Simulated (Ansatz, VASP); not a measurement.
## AlC3: VASP beside Ansatz

```
Al C
1.0
     3.25014    0.00000    0.00000
     0.00000    3.25014    0.00000
     0.00000    0.00000    3.25014
Al C
1 3
Cartesian
  0.0000 0.0000 0.0000
  0.0000 1.6251 1.6251
  1.6251 0.0000 1.6251
  1.6251 1.6251 0.0000
```

Alike in both runs: task single point; functional PBE; k mesh 7 × 7 × 7; no spin polarisation.

```csv
,VASP,Ansatz
version,VASP 6.6.1,Ansatz 0.2.0
potentials or method,"VASP PAW PBE potentials, release 64 (Al, C), cutoff 520 eV","plane waves, PAW"
occupations,"methfessel-paxton of order 1, width 0.01 eV","cold, width 0.01 eV"
valence electrons in the cell,15,15
```

```csv
,VASP,Ansatz,Ansatz less VASP
pressure (GPa),-6.5,-6.5,-0.01
```

Ansatz's warnings: stress scf threshold loose.
